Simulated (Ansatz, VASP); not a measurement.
Be2Ag2BAs in VASP and in Ansatz

INCAR

```
PREC     = Accurate       # precision mode
ENCUT    = 520            # plane-wave cutoff, eV
EDIFF    = 1E-6           # SCF threshold, eV
ISMEAR   = 0              # smearing method
SIGMA    = 0.1            # smearing width, eV
LREAL    = False          # projectors in reciprocal space
LASPH    = True           # aspherical terms in the spheres
NELM     = 80             # most SCF steps
ALGO     = Fast           # electronic algorithm
ISIF     = 2              # what is computed and relaxed
LWAVE    = False          # write WAVECAR
LCHARG   = True           # write CHGCAR
GGA      = PE             # functional
LELF     = True           # ELF
LVHAR    = True         
NBANDS   = 26             # bands
```

The input KPOINTS:

```
Automatic mesh
0
Gamma
  4 4 4
```

File POSCAR:

```
Be2Ag2BAs
1.0
    3.8668700400      0.0000000000      0.0000000000
    0.0000000000      3.8668700400      0.0000000000
    0.0000000000      0.0000000000      5.0932094900
Be Ag B As
2 2 1 1
Direct
    0.0000000000      0.5000000000      0.5000000000
    0.5000000000      0.0000000000      0.5000000000
    0.5000000000      0.5000000000      0.2240000100
    0.5000000000      0.5000000000      0.7759999900
    0.0000000000      0.0000000000      0.0000000000
    0.0000000000      0.0000000000      0.5000000000
```

Input for Ansatz:

```yaml
crystal:
  lattice:
    - [3.86687004, 0.0, 0.0]
    - [0.0, 3.86687004, 0.0]
    - [0.0, 0.0, 5.09320949]
  atoms:
    - { symbol: Be, position: [0.0, 0.5, 0.5] }
    - { symbol: Be, position: [0.5, 0.0, 0.5] }
    - { symbol: Ag, position: [0.5, 0.5, 0.22400001] }
    - { symbol: Ag, position: [0.5, 0.5, 0.77599999] }
    - { symbol: B, position: [0.0, 0.0, 0.0] }
    - { symbol: As, position: [0.0, 0.0, 0.5] }
basis:
  ecutwfc: 420
kpoints:
  mp_grid: { grid: [4, 4, 4] }
hamiltonian:
  xc: pbe
scf:
  occupations: { method: gaussian, width: 0.1 }
  lower_state_search: "off"
output:
  forces: true
  stress: true
  eigenvalues: true
```

Change from the starting cell: species swapped into the CeCr2Si2C type (P4/mmm, No. 123).

Alike in both runs: task single point; functional PBE; k mesh 4 × 4 × 4; occupations gaussian, width 0.1 eV; no spin polarisation.

```csv
,VASP,Ansatz
version,VASP 6.6.1,Ansatz 0.2.0
potentials or method,"VASP PAW PBE potentials, release 64 (Be, Ag, B, As), cutoff 520 eV","scalar-relativistic, plane waves, PAW"
valence electrons in the cell,34,60
```

|  | VASP | Ansatz | Ansatz less VASP |
| --- | --- | --- | --- |
| gap on the k mesh at the Fermi level (eV) | none | none | - |
| rms of the force components (eV/Å) | 0.911 | 0.946 | +0.0347 |

Atom by atom the forces differ by 0.035 eV/Å (rms over components). A gap of «none» marks a metal or a gap that the smearing closes. VASP's potentials hold 34 valence electrons a cell and Ansatz's 60, so a difference there can come from the potentials and not from the codes.

The k mesh is coarse, so the values compare programs but aren't converged.
